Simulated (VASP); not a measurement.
Set up this calculation in VASP 6.6.1, as the native input.

```yaml
Task: single point
Functional: LDA
Potentials_or_basis: VASP PAW LDA potentials, release 64 (Ca_sv, O)
Cutoff: 520 eV
k_mesh: 8 × 8 × 8
Occupations: gaussian, width 0.01 eV
Spin: no spin polarisation
Dipole_correction: no
Further_INCAR_settings: ALGO = Normal; EDIFF = 1e-06; NBANDS = 15
```

The structure of CaO lies in POSCAR:

```
CaO
1.0
    2.2808771801      2.2808771801      0.0000000000
   -2.2808771801      2.2808771801      0.0000000000
    0.0000000000      2.2808771801      2.2808771801
Ca O
1 1
Direct
    0.0000000000      0.0000000000      0.0000000000
    0.5000000000      0.5000000000      0.0000000000
```

These files were run (other wordings do the same):

INCAR

```
  PREC = Accurate
  ENCUT = 520
  EDIFF = 1E-6
  ISMEAR = 0
  SIGMA = 0.01
  LREAL = F
  LASPH = T
  NELM = 100
  ALGO = Normal
  ISIF = 2
  LWAVE = F
  LCHARG = F
  NBANDS = 15
```

KPOINTS

```
regular mesh
0
Gamma
  8 8 8
```

Potentials or basis: VASP PAW LDA potentials, release 64 (Ca_sv, O).

Run with:

```bash
$ cat potpaw_LDA.64/Ca_sv/POTCAR potpaw_LDA.64/O/POTCAR > POTCAR
$ mpirun -np 1 vasp_std > vasp.out
```

It gave:

```
Pressure               : 16.5 GPa
Band gap on the k mesh : 3.32 eV, indirect (least direct gap 3.63 eV)
```

Run time: 7.5 s on 1 thread of Intel(R) Xeon(R) Platinum 8559C (Emerald Rapids) (shared host), peak memory 0.13 GiB.
